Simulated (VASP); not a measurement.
A run of VASP 6.6.1 is set up as follows.

The input INCAR:

```
ALGO = Normal
EDIFF = 1E-6
ENCUT = 520
ISIF = 2
ISMEAR = 0
LASPH = True
LCHARG = False
LREAL = False
LWAVE = False
NBANDS = 14
NELM = 100
PREC = Accurate
SIGMA = 0.1
```

Contents of KPOINTS:

```
k-points
0
Gamma
  18 18 18
```

Contents of POSCAR:

```
Rh
1.0
    0.0000000000      1.9507430985      1.9507430985
    1.9507430985      0.0000000000      1.9507430985
    1.9507430985      1.9507430985      0.0000000000
Rh
1
Direct
    0.0000000000      0.0000000000      0.0000000000
```

Potentials or basis: VASP PAW LDA potentials, release 64 (Rh_pv).

Command:

```console
$ cat potpaw_LDA.64/Rh_pv/POTCAR > POTCAR
$ mpirun -np 1 vasp_std > vasp.out
```

Task: Predict the pressure.

Result: -26.7 GPa.

Caveat: the cell differs from its parent crystal (functional LDA, strained).
